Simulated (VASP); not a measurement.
Ce3HfO8: single point with PBE

Crystal: Ce3HfO8.

```
Ce Hf O
1.0
     5.68829    0.00000    0.00000
     0.00000    5.68829    0.00000
     0.00000    0.00000    5.68829
Ce Hf O
3 1 8
Direct
  0.00000 0.00000 0.50000
  0.50000 0.00000 0.00000
  0.00000 0.50000 0.00000
  0.50000 0.50000 0.50000
  0.25000 0.25000 0.75000
  0.75000 0.25000 0.25000
  0.25000 0.75000 0.25000
  0.75000 0.75000 0.75000
  0.75000 0.75000 0.25000
  0.25000 0.75000 0.75000
  0.75000 0.25000 0.75000
  0.25000 0.25000 0.25000
```

```yaml
Program: VASP 6.6.1
Task: single point
Functional: PBE
Potentials_or_basis: VASP PAW PBE potentials, release 64 (Ce, Hf_pv, O)
Cutoff: 520 eV
k_mesh: 4 × 4 × 4
Occupations: gaussian, width 0.1 eV
Spin: no spin polarisation
```

```
Pressure               : -22.2 GPa
Band gap on the k mesh : 1.47 eV (least direct gap 1.51 eV)
```

Levels at points of the mesh, in eV from the valence-band top:
| k point | band 44 | band 45 | band 46 | band 47 | band 48 | band 49 | band 50 | band 51 |
| --- | --- | --- | --- | --- | --- | --- | --- | --- |
| (0.00, 0.00, 0.00) | -0.43 | -0.43 | -0.43 | 0.00 | 1.51 | 1.51 | 1.51 | 1.55 |
| (0.50, 0.00, 0.00) | -0.28 | -0.25 | -0.24 | -0.24 | 1.47 | 1.55 | 1.55 | 1.56 |
| (0.50, 0.50, 0.00) | -0.32 | -0.09 | -0.09 | -0.09 | 1.48 | 1.52 | 1.58 | 1.59 |
| (0.50, 0.50, 0.50) | -0.77 | -0.64 | -0.64 | -0.64 | 1.47 | 1.50 | 1.50 | 1.50 |

Wall time 5.8 min on 1 thread of Intel(R) Xeon(R) Platinum 8375C CPU @ 2.90GHz (Ice Lake), on a shared host, peak memory 0.32 GiB.

Caveat: the cell stands under tension; spin-orbit coupling is left out, which moves the levels of the heavy elements; semilocal functionals describe open f shells poorly, which spoils levels, moments and volumes. A k mesh can miss the band edges.
